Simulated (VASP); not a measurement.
# NdAgO4 (P-6m2) in VASP: a series of runs

The runs below take NdAgO4 through single point, with PBE.

Program: VASP 6.6.1. These are calculated values, not measurements. Logs are shortened: lines on timing, memory, paths and dates and some standing lists are left out, and cuts for length are marked.

**1. The cell of the first run**

It takes space group P-6m2 (No. 187, hexagonal). Conventional cell: a = 4.624 Å, b = 4.624 Å, c = 4.269 Å, α = 90.00°, β = 90.00°, γ = 120.00°. Nd (site symmetry -6m2) has 9 O at 2.51 to 2.67 Å and 6 Ag at 3.42 Å within 3.5 Å. Ag (site symmetry -6m2) has 8 O at 2.13 to 2.31 Å within 2.8 Å. Within 3.0 Å of O (site symmetry mm2) lie 4 O at 2.30 to 2.33 Å and 2 Ag at 2.31 Å and 2 Nd at 2.51 Å. O (site symmetry -6m2) has 2 Ag at 2.13 Å and 3 Nd at 2.67 Å within 2.8 Å.

The cell was built from a structure type or drawn by symmetry, and may not be a known phase.

**2. Single point, PBE, collinear spin**

Input file INCAR:

```
SYSTEM = NdAgO4
PREC = Accurate ; ENCUT = 600
EDIFF = 1E-6 ; ISMEAR = 0
SIGMA = 0.1 ; LREAL = .False.
LASPH = .True. ; NELM = 200
ALGO = Normal ; ISIF = 2
LWAVE = .False. ; LCHARG = .True.
ISPIN = 2 ; MAGMOM = 0 0.15 0.6 0.6 0.6 0
LORBIT = 11 ; LMAXMIX = 6
GGA = PE ; LVHAR = .True.
NBANDS = 36 ; GGA_COMPAT = .False.
KPAR = 4
```

Input file KPOINTS:

```
Automatic mesh
0
Gamma
  12 12 10
  0 0 0
```

Input file POSCAR:

```
NdAgO4
1.0
    4.6241511821      0.0000000000      0.0000000000
   -2.3120755911      4.0046323947      0.0000000000
    0.0000000000      0.0000000000      4.2689783263
Nd Ag O
1 1 4
Direct
    0.6666666667      0.3333333333      0.5000000000
    0.0000000000      0.0000000000      0.0000000000
    0.5010366046      0.4989633954      0.0000000000
    0.5010366046      0.0020732093      0.0000000000
    0.9979267907      0.4989633954      0.0000000000
    0.0000000000      0.0000000000      0.5000000000
```

Potentials or basis: VASP PAW PBE potentials, release 64 (Nd_3, Ag, O), 4f in core.

Command:

```console
$ cat potpaw_PBE.64/Nd_3/POTCAR potpaw_PBE.64/Ag/POTCAR potpaw_PBE.64/O/POTCAR > POTCAR
$ mpirun -np 4 vasp_std > vasp.out
```

OUTCAR:

```text
SYSTEM = NdAgO4
   PREC = Accurate
   ENCUT = 600
   EDIFF = 1E-6
   ISMEAR = 0
   LREAL = .False.
   LASPH = .True.
   NELM = 200
   ISIF = 2
   ISPIN = 2
   LORBIT = 11
   GGA = PE

 ion  position               nearest neighbor table
   1  0.667  0.333  0.500-   5 2.51   5 2.51   4 2.51   4 2.51   3 2.51   3 2.51   6 2.67   6 2.67
                             6 2.67   2 3.42   2 3.42   2 3.42   2 3.42   2 3.42   2 3.42
   2  0.000  0.000  0.000-   6 2.13   6 2.13   4 2.31   5 2.31   3 2.31   3 2.31   4 2.31   5 2.31
                             1 3.42   1 3.42   1 3.42   1 3.42   1 3.42   1 3.42
   3  0.501  0.499  0.000-   2 2.31   2 2.31   1 2.51   1 2.51
   4  0.501  0.002  0.000-   2 2.31   2 2.31   1 2.51   1 2.51
   5  0.998  0.499  0.000-   2 2.31   2 2.31   1 2.51   1 2.51
   6  0.000  0.000  0.500-   2 2.13   2 2.13   1 2.67   1 2.67   1 2.67

  LATTYP: Found a hexagonal cell.
 ALAT       =     4.6241511821
 C/A-ratio  =     0.9231917725

  Lattice vectors:

 A1 = (   4.6241511821,   0.0000000000,   0.0000000000)
 A2 = (  -2.3120755911,   4.0046323947,   0.0000000000)
 A3 = (   0.0000000000,   0.0000000000,   4.2689783263)

Analysis of symmetry for initial positions (statically):
=====================================================================
 Subroutine PRICEL returns:
 Original cell was already a primitive cell.

 Routine SETGRP: Setting up the symmetry group for a
 hexagonal supercell.

 Subroutine GETGRP returns: Found 12 space group operations
 (whereof 12 operations were pure point group operations)
 out of a pool of 24 trial point group operations.

The static configuration has the point symmetry D_3h.

Analysis of symmetry for dynamics (positions and initial velocities):
=====================================================================
 Subroutine PRICEL returns:
 Original cell was already a primitive cell.

 Routine SETGRP: Setting up the symmetry group for a
 hexagonal supercell.

 Subroutine GETGRP returns: Found 12 space group operations
 (whereof 12 operations were pure point group operations)
 out of a pool of 24 trial point group operations.

The dynamic configuration has the point symmetry D_3h.

Analysis of structural, dynamic, and magnetic symmetry:
=====================================================================
 Subroutine PRICEL returns:
 Original cell was already a primitive cell.

 Routine SETGRP: Setting up the symmetry group for a
 hexagonal supercell.

 Subroutine GETGRP returns: Found 12 space group operations
 (whereof 12 operations were pure point group operations)
 out of a pool of 24 trial point group operations.

The overall configuration has the point symmetry D_3h.

 Subroutine INISYM returns: Found 12 space group operations
 (whereof 12 operations are pure point group operations),
 and found     1 'primitive' translations

----------------------------------------------------------------------------------------

                                     Primitive cell

  volume of cell :      79.0531

  direct lattice vectors                    reciprocal lattice vectors
     4.624151182  0.000000000  0.000000000     0.216255905  0.124855405  0.000000000
    -2.312075591  4.004632395  0.000000000     0.000000000  0.249710810  0.000000000
     0.000000000  0.000000000  4.268978326     0.000000000  0.000000000  0.234248086

  length of vectors
     4.624151182  4.624151182  4.268978326     0.249710810  0.249710810  0.234248086

  position of ions in fractional coordinates (direct lattice)
     0.666666667  0.333333333  0.500000000
     0.000000000  0.000000000  0.000000000
     0.501036605  0.498963395  0.000000000
     0.501036605  0.002073209  0.000000000
     0.997926791  0.498963395  0.000000000
     0.000000000  0.000000000  0.500000000

  ion indices of the primitive-cell ions
   primitive index   ion index
                 1           1
                 2           2
                 3           3
[... 34 lines left out ...]
  0.166667  0.000000  0.000000      6.000000
  0.250000 -0.000000  0.000000      6.000000
  0.333333  0.000000  0.000000      6.000000
  0.416667  0.000000  0.000000      6.000000
[... 16 lines left out ...]
  0.250000 -0.000000  0.100000     12.000000
  0.333333  0.000000  0.100000     12.000000
 [... further k-points ...]
   k-points           NKPTS =    114   k-points in BZ     NKDIM =    114   number of bands    NBANDS=     36
   number of dos      NEDOS =    301   number of ions     NIONS =      6
   total plane-waves  NPLWV =  57600
   dimension x,y,z NGX =    40 NGY =   40 NGZ =   36
   dimension x,y,z NGXF=    80 NGYF=   80 NGZF=   72
   ions per type =               1   1   4
   NGX,Y,Z   is equivalent  to a cutoff of  14.38, 14.38, 14.02 a.u.
   NGXF,Y,Z  is equivalent  to a cutoff of  28.76, 28.76, 28.04 a.u.
 SYSTEM =  NdAgO4
   PREC   = accura    normal or accurate (medium, high low for compatibility)
   ISTART =      0    job   : 0-new  1-cont  2-samecut
   ICHARG =      2    charge: 1-file 2-atom 10-const
   ISPIN  =      2    spin polarized calculation?
   LNONCOLLINEAR =      F non collinear calculations
   LSORBIT =      F    spin-orbit coupling
   LASPH  =      T    aspherical Exc in radial PAW
   ENCUT  =  600.0 eV  44.10 Ry    6.64 a.u.   9.24  9.24  8.53*2*pi/ulx,y,z
   NELM   =    200;   NELMIN=  2; NELMDL= -5     # of ELM steps
   EDIFF  = 0.1E-05   stopping-criterion for ELM
   LREAL  =      F    real-space projection
   EDIFFG = 0.1E-04   stopping-criterion for IOM
   NSW    =      0    number of steps for IOM
   IBRION =     -1    ionic relax: 0-MD 1-quasi-New 2-CG
   NFREE  =      0    steps in history (QN), initial steepest desc. (CG)
   ISIF   =      2    stress and relaxation
   ISYM   =      2    0-nonsym 1-usesym 2-fastsym
   POTIM  = 0.5000    time-step for ionic-motion
   TEBEG  =    0.0;   TEEND  =   0.0 temperature during run
   PSTRESS=    0.0 pullay stress
   NELECT =      46.0000    total number of electrons
   NUPDOWN=      -1.0000    fix difference up-down
   EMIN   =  10.00;   EMAX   =-10.00  energy-range for DOS
   EFERMI =   0.00;   METHOD = LEGACY
   ISMEAR =     0;   SIGMA  =   0.10  broadening in eV -4-tet -1-fermi 0-gaus
   EFERMI_NEDOS =   21; number of points for ismear=-14 and -15
   IALGO  =     38    algorithm
   IMIX   =      4    mixing-type and parameters
     AMIX     =   0.40;   BMIX     =  1.00
     AMIX_MAG =   1.60;   BMIX_MAG =  1.00
  volume/ion in A,a.u.               =      13.18        88.91
  Fermi-wavevector in a.u.,A,eV,Ry     =   1.366746  2.582776 25.415620  1.867995
  Thomas-Fermi vector in A             =   2.492860
   LORBIT       =     11    0 simple, 1 ext, 2 COOP (PROOUT), +10 PAW based schemes
   GGA     = PE    functional components
   LHFCALC =     F    Hartree Fock is set to
   AEXX    =    0.0000 exact exchange contribution
   IVDW    =     0    specifies the selected vdW correction
   LEPSILON=     F    determine dielectric tensor
   LRPA    =     F    only Hartree local field effects (RPA)
 spin polarized calculation
 Gauss-broadening in eV      SIGMA  =   0.10
  energy-cutoff  :      600.00
  volume of cell :       79.05
 maximum number of plane-waves:      2658
 NGX is ok and might be reduce to    40
   NGX = 19   NGY = 19   NGZ = 17

 number of electron      46.0000010 magnetization      -0.0044829

 number of electron      46.0000010 magnetization       0.0016856

 Free energy of the ion-electron system (eV)
  ---------------------------------------------------
  ext. energy  EPLUGINS =         0.00000000
  ---------------------------------------------------
  free energy    TOTEN  =       -32.73925982 eV

  energy without entropy =      -32.70893927  energy(sigma->0) =      -32.72409954

 E-fermi :   3.5308     XC(G=0): -10.9065

 val. band max:        3.5306053688   @ k =   0.2500   0.0833   0.4000
 cond. band min:       3.5310659020   @ k =   0.3333   0.3333   0.1000
 fundamental gap:      0.0004605332
 Fermi energy:         3.5307591735

 spin component 1

 k-point     1 :       0.0000    0.0000    0.0000
  band No.  band energies     occupation
      1     -32.9990      1.00000
      2     -15.1336      1.00000
      3     -14.5278      1.00000
      4     -14.5278      1.00000
      5     -14.0958      1.00000
      6     -13.4144      1.00000
[... 901 lines left out ...]
     34      16.1562      0.00000
     35      16.8385      0.00000

 [... further k-points ...]

 spin component 2

 k-point     1 :       0.0000    0.0000    0.0000
  band No.  band energies     occupation
      1     -32.9990      1.00000
      2     -15.1328      1.00000
      3     -14.5276      1.00000
      4     -14.5276      1.00000
      5     -14.0958      1.00000
      6     -13.4143      1.00000
[... 901 lines left out ...]
     34      16.1563      0.00000
     35      16.8386      0.00000

 [... further k-points ...]

 [bands above 35 left out]

------------------------ aborting loop because EDIFF is reached ----------------------------------------

  FORCE on cell =-STRESS in cart. coord.  units (eV):
  Direction    XX          YY          ZZ          XY          YZ          ZX
  --------------------------------------------------------------------------------------
  -------------------------------------------------------------------------------------
  Total       -0.4343821     -0.4343821     -0.1660167      0.0000000      0.0000000      0.0000000
  in kB       -8.8036727     -8.8036727     -3.3646792      0.0000000      0.0000000      0.0000000
  external PRESSURE =      -6.9906749 kB  Pullay stress =       0.0000000 kB

 VOLUME and BASIS-vectors are now :
 -----------------------------------------------------------------------------
  energy-cutoff  :      600.00
  volume of cell :       79.05
      direct lattice vectors                 reciprocal lattice vectors
     4.624151182  0.000000000  0.000000000     0.216255905  0.124855405  0.000000000
    -2.312075591  4.004632395  0.000000000     0.000000000  0.249710810  0.000000000
     0.000000000  0.000000000  4.268978326     0.000000000  0.000000000  0.234248086

 POSITION                                       TOTAL-FORCE (eV/Angst)
 -----------------------------------------------------------------------------------
      2.31208      1.33488      2.13449         0.000000      0.000000     -0.000000
      0.00000      0.00000      0.00000         0.000000      0.000000     -0.000000
      1.16323      1.99816      0.00000        -0.009659      0.005577     -0.000000
      2.31208      0.00830      0.00000         0.000000     -0.011154      0.000000
      3.46092      1.99816      0.00000         0.009659      0.005577     -0.000000
      0.00000      0.00000      2.13449         0.000000      0.000000     -0.000000
 -----------------------------------------------------------------------------------
    total drift:                                0.000001     -0.000000     -0.000000

  FREE ENERGIE OF THE ION-ELECTRON SYSTEM (eV)
  ---------------------------------------------------
  free  energy   TOTEN  =       -32.7392598174 eV

  energy  without entropy=      -32.7089392662  energy(sigma->0) =      -32.72409954

 total charge

# of ion       s       p       d       tot
------------------------------------------
    1        2.069   5.887   0.657   8.613
    2        0.324   0.361   9.030   9.715
    3        1.608   3.205   0.000   4.813
    4        1.608   3.205   0.000   4.813
    5        1.608   3.205   0.000   4.813
    6        1.561   3.365   0.000   4.926
--------------------------------------------------
tot          8.777  19.229   9.687  37.693

 magnetization (x)

# of ion       s       p       d       tot
------------------------------------------
    1        0.000  -0.000  -0.000  -0.000
    2       -0.000  -0.000   0.000   0.000
    3        0.000   0.001   0.000   0.001
    4        0.000   0.001   0.000   0.001
    5        0.000   0.001   0.000   0.001
    6        0.000   0.000   0.000   0.000
--------------------------------------------------
tot          0.000   0.002   0.000   0.002
```

Run time: 5.5 min. Hardware: 4 MPI ranks of Intel Xeon Platinum 8375C at 2.90GHz (Ice Lake), shared host; peak memory 0.71 GiB.

Results:

```
Free energy                                           : -32.7393 eV
Pressure                                              : -0.7 GPa
Largest force                                         : 0.011 eV/Å
Band gap on the k mesh                                : zero (filled and empty bands overlap)
Net moment                                            : 0.00 μB per cell
Valence electrons inside the program's atomic spheres : Nd 8.61; Ag 9.71; O 4.81, 4.93 (each value once)
```

Forces on the atoms (eV/Å):
```
Nd   0.000  0.000  0.000
Ag   0.000  0.000  0.000
O   -0.010  0.006  0.000
O    0.000 -0.011  0.000
O    0.010  0.006  0.000
O    0.000  0.000  0.000
```

Levels at points of the mesh, in eV from the Fermi level:
Spin up:
```tsv
k point	band 19	band 20	band 21	band 22	band 23	band 24	band 25	band 26	band 27	band 28
(0.00, 0.00, 0.00)	-2.45	-2.09	-2.09	-1.85	-0.40	0.81	0.81	3.44	6.20	6.20
(0.50, 0.00, 0.00)	-2.03	-1.88	-1.58	-1.51	-1.34	-0.03	0.98	4.33	5.74	6.84
(0.00, 0.00, 0.50)	-1.87	-0.97	-0.97	-0.44	-0.39	0.73	0.73	3.82	6.18	6.18
(0.50, 0.00, 0.50)	-1.81	-1.61	-1.23	-0.88	-0.16	0.97	1.47	4.48	5.86	5.91
```
Spin down:
```tsv
k point	band 20	band 21	band 22	band 23	band 24	band 25	band 26	band 27
(0.00, 0.00, 0.00)	-2.09	-2.09	-1.85	-0.40	0.81	0.81	3.44	6.20
(0.50, 0.00, 0.00)	-1.88	-1.58	-1.51	-1.34	-0.03	0.98	4.33	5.74
(0.00, 0.00, 0.50)	-0.97	-0.97	-0.44	-0.39	0.73	0.73	3.82	6.18
(0.50, 0.00, 0.50)	-1.61	-1.23	-0.88	-0.16	0.97	1.47	4.48	5.86
```

Caveat: the magnetic or orbital state may not be the lowest; spin-orbit coupling is left out, which moves the levels of the heavy elements; the 4f electrons are frozen in the core, so they carry no moment and show no levels.

(Continued in part 2 of 2.)
